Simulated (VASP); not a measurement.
# BaS (Fm-3m) in VASP: notebook

The runs below take BaS through electric field gradients, with PBEsol.

All numbers are computed with VASP 6.6.1; they aren't measurements. Logs are shortened: lines on timing, memory, paths and dates and some standing lists are left out, and cuts for length are marked.

## (1) The cell of the first run

It takes space group Fm-3m (No. 225, cubic). The conventional cell has a = 6.279 Å, b = 6.279 Å, c = 6.279 Å, α = 90.00°, β = 90.00°, γ = 90.00°. Ba (site symmetry m-3m) has 6 S at 3.14 Å within 4.1 Å. Within 4.1 Å of S (site symmetry m-3m) lie 6 Ba at 3.14 Å.

## (2) Electric field gradients, PBEsol (30.95 Å³/atom)

Contents of INCAR:

```
ALGO = Normal
EDIFF = 1E-8
ENCUT = 520
GGA = PS
ISIF = 2
ISMEAR = -1
LASPH = True
LCHARG = False
LEFG = True
LREAL = False
LWAVE = False
NBANDS = 15
NELM = 60
PREC = Accurate
SIGMA = 0.02
```

Contents of KPOINTS:

```
k-points
0
Gamma
  8 8 8
```

Contents of POSCAR:

```
BaS
1.0
    0.0000000000      3.1396081846      3.1396081846
    3.1396081846      0.0000000000      3.1396081846
    3.1396081846      3.1396081846      0.0000000000
Ba S
1 1
Direct
    0.0000000000      0.0000000000      0.0000000000
    0.5000000000      0.5000000000      0.5000000000
```

Potentials or basis: VASP PAW PBE potentials, release 64 (Ba_sv, S).

The run is started by

```
$ cat potpaw_PBE.64/Ba_sv/POTCAR potpaw_PBE.64/S/POTCAR > POTCAR
$ mpirun -np 1 vasp_std > vasp.out
```

OUTCAR:

```text
EDIFF = 1E-8
   ENCUT = 520
   GGA = PS
   ISIF = 2
   ISMEAR = -1
   LASPH = True
   LREAL = False
   NELM = 60
   PREC = Accurate

 ion  position               nearest neighbor table
   1  0.000  0.000  0.000-   2 3.14   2 3.14   2 3.14   2 3.14   2 3.14   2 3.14
   2  0.500  0.500  0.500-   1 3.14   1 3.14   1 3.14   1 3.14   1 3.14   1 3.14

  LATTYP: Found a face centered cubic cell.
 ALAT       =     6.2792163692

  Lattice vectors:

 A1 = (   0.0000000000,   3.1396081846,   3.1396081846)
 A2 = (   3.1396081846,   0.0000000000,   3.1396081846)
 A3 = (   3.1396081846,   3.1396081846,   0.0000000000)

Analysis of symmetry for initial positions (statically):
=====================================================================
 Subroutine PRICEL returns:
 Original cell was already a primitive cell.

 Routine SETGRP: Setting up the symmetry group for a
 face centered cubic supercell.

 Subroutine GETGRP returns: Found 48 space group operations
 (whereof 48 operations were pure point group operations)
 out of a pool of 48 trial point group operations.

The static configuration has the point symmetry O_h .

Analysis of symmetry for dynamics (positions and initial velocities):
=====================================================================
 Subroutine PRICEL returns:
 Original cell was already a primitive cell.

 Routine SETGRP: Setting up the symmetry group for a
 face centered cubic supercell.

 Subroutine GETGRP returns: Found 48 space group operations
 (whereof 48 operations were pure point group operations)
 out of a pool of 48 trial point group operations.

The dynamic configuration has the point symmetry O_h .

 Subroutine INISYM returns: Found 48 space group operations
 (whereof 48 operations are pure point group operations),
 and found     1 'primitive' translations

----------------------------------------------------------------------------------------

                                     Primitive cell

  volume of cell :      61.8951

  direct lattice vectors                    reciprocal lattice vectors
     0.000000000  3.139608185  3.139608185    -0.159255541  0.159255541  0.159255541
     3.139608185  0.000000000  3.139608185     0.159255541 -0.159255541  0.159255541
     3.139608185  3.139608185  0.000000000     0.159255541  0.159255541 -0.159255541

[... 128 lines left out ...]

  energy without entropy =      -10.70416025  energy(sigma->0) =      -10.70416025

 E-fermi :   2.0978     XC(G=0):  -9.0391

 val. band max:        1.6181769085   @ k =   0.0000   0.0000   0.0000
 cond. band min:       3.5000879880   @ k =   0.5000   0.5000   0.0000
 fundamental gap:      1.8819110795
 Fermi energy:         2.0978239035

 k-point     1 :       0.0000    0.0000    0.0000
  band No.  band energies     occupation
      1     -24.2641      2.00000
      2      -9.2992      2.00000
      3      -9.2992      2.00000
      4      -9.2992      2.00000
      5      -8.8164      2.00000
      6       1.6182      2.00000
      7       1.6182      2.00000
      8       1.6182      2.00000
      9       5.2786      0.00000
     10       5.3975      0.00000
     11       5.3975      0.00000
     12       5.3975      0.00000
     13       6.4081      0.00000
     14       6.4081      0.00000
[... 401 lines left out ...]
      2     -10.4720      2.00000
      3      -9.5419      2.00000
      4      -9.4301      2.00000
      5      -7.6566      2.00000
      6       0.0089      2.00000
      7       0.6780      2.00000
      8       0.7811      2.00000
      9       6.2722      0.00000
     10       6.4860      0.00000
     11       8.4438      0.00000
     12       8.7271      0.00000
     13       9.7029      0.00000
     14      10.6155      0.00000
     15      11.3959      0.00000

 [... further k-points ...]
[... 5 lines left out ...]
  --------------------------------------------------------------------------------------
  -------------------------------------------------------------------------------------
  Total        0.7654790      0.7654790      0.7654790     -0.0000000     -0.0000000      0.0000000
  in kB       19.8147012     19.8147012     19.8147012     -0.0000000     -0.0000000      0.0000000
  external PRESSURE =      19.8147012 kB  Pullay stress =       0.0000000 kB

 VOLUME and BASIS-vectors are now :
 -----------------------------------------------------------------------------
  energy-cutoff  :      520.00
  volume of cell :       61.90
      direct lattice vectors                 reciprocal lattice vectors
     0.000000000  3.139608185  3.139608185    -0.159255541  0.159255541  0.159255541
     3.139608185  0.000000000  3.139608185     0.159255541 -0.159255541  0.159255541
     3.139608185  3.139608185  0.000000000     0.159255541  0.159255541 -0.159255541

 POSITION                                       TOTAL-FORCE (eV/Angst)
 -----------------------------------------------------------------------------------
      0.00000      0.00000      0.00000         0.000000      0.000000     -0.000000
      3.13961      3.13961      3.13961         0.000000      0.000000      0.000000
 -----------------------------------------------------------------------------------
    total drift:                                0.000000      0.000000      0.000000

  FREE ENERGIE OF THE ION-ELECTRON SYSTEM (eV)
  ---------------------------------------------------
  free  energy   TOTEN  =       -10.7041602477 eV

  energy  without entropy=      -10.7041602477  energy(sigma->0) =      -10.70416025

 Electric field gradients (V/A^2)
---------------------------------------------------------------------
 ion       V_xx      V_yy      V_zz      V_xy      V_xz      V_yz
---------------------------------------------------------------------
   1       0.000     0.000     0.000     0.000     0.000     0.000
   2      -0.000     0.000     0.000     0.000     0.000     0.000
---------------------------------------------------------------------

 Electric field gradients after diagonalization (V/A^2)
 (convention: |V_zz| > |V_xx| > |V_yy|)
----------------------------------------------------------------------
 ion       V_xx      V_yy      V_zz     asymmetry (V_yy - V_xx)/ V_zz
----------------------------------------------------------------------
   1      -0.000    -0.000     0.000       0.000
   2      -0.000    -0.000     0.001       0.000
----------------------------------------------------------------------

           NMR quadrupolar parameters

 Cq : quadrupolar parameter    Cq=e*Q*V_zz/h
 eta: asymmetry parameters     (V_yy - V_xx)/ V_zz
 Q  : nuclear electric quadrupole moment in mb (millibarn)
----------------------------------------------------------------------
 ion       Cq(MHz)       eta       Q (mb)
----------------------------------------------------------------------
   1       0.000       0.000       1.000
   2       0.000       0.000       1.000
----------------------------------------------------------------------
```

OSZICAR:

```text
N       E                     dE             d eps       ncg     rms          rms(c)
DAV:   1     0.832934940444E+02    0.83293E+02   -0.68970E+03   870   0.933E+02
DAV:   2    -0.621664656019E+01   -0.89510E+02   -0.79757E+02  1179   0.173E+02
DAV:   3    -0.110348953209E+02   -0.48182E+01   -0.47881E+01  1221   0.417E+01
DAV:   4    -0.111242139491E+02   -0.89319E-01   -0.89288E-01  1070   0.577E+00
DAV:   5    -0.111268951812E+02   -0.26812E-02   -0.26812E-02  1203   0.838E-01    0.499E+00
DAV:   6    -0.107091777816E+02    0.41772E+00   -0.53944E-01  1010   0.452E+00    0.344E+00
DAV:   7    -0.106998104525E+02    0.93673E-02   -0.14223E-01  1081   0.210E+00    0.182E+00
DAV:   8    -0.107044673719E+02   -0.46569E-02   -0.19378E-02   961   0.905E-01    0.219E-01
DAV:   9    -0.107037926863E+02    0.67469E-03   -0.30150E-03  1101   0.354E-01    0.986E-02
DAV:  10    -0.107041648871E+02   -0.37220E-03   -0.47723E-04   940   0.161E-01    0.306E-02
DAV:  11    -0.107041592496E+02    0.56375E-05   -0.71608E-05  1157   0.571E-02    0.513E-03
DAV:  12    -0.107041602505E+02   -0.10009E-05   -0.65081E-06   997   0.149E-02    0.688E-03
DAV:  13    -0.107041602771E+02   -0.26621E-07   -0.54490E-07  1045   0.495E-03    0.119E-03
DAV:  14    -0.107041602053E+02    0.71831E-07   -0.37784E-08  1137   0.156E-03    0.108E-03
DAV:  15    -0.107041602401E+02   -0.34861E-07   -0.78437E-09   674   0.540E-04    0.513E-04
DAV:  16    -0.107041602477E+02   -0.75174E-08   -0.10050E-09   568   0.207E-04
   1 F= -.10704160E+02 E0= -.10704160E+02  d E =-.244722E-12
```

It took 53 s on 1 thread of Intel Xeon 8259CL, shared host; peak memory 0.21 GiB.

Results:

```yaml
Free_energy: -10.7042 eV
Pressure: 2.0 GPa
Band_gap_on_the_k_mesh: 1.88 eV (least direct gap 1.99 eV)
Largest_electric_field_gradient_by_atom: under 0.05 V/Å² on every atom
```

Levels at points of the mesh, in eV from the valence-band top:
```
           k point  band 4  band 5  band 6  band 7  band 8  band 9  band 10  band 11  band 12  band 13
(0.00, 0.00, 0.00)  -10.92  -10.43    0.00    0.00    0.00    3.66     3.78     3.78     3.78     4.79
(0.50, 0.00, 0.00)  -10.96   -8.91   -2.11   -1.21   -1.21    5.64     5.68     6.45     6.45     9.02
(0.50, 0.50, 0.00)  -11.16  -10.35   -0.47   -0.11   -0.11    1.88     6.03     6.24     7.76     7.76
```

Caveat: the PAW data sets were made with another functional, which shifts forces and pressure a little; spin-orbit coupling is left out, which moves the levels of the heavy elements.

(Continued in part 2 of 3.)
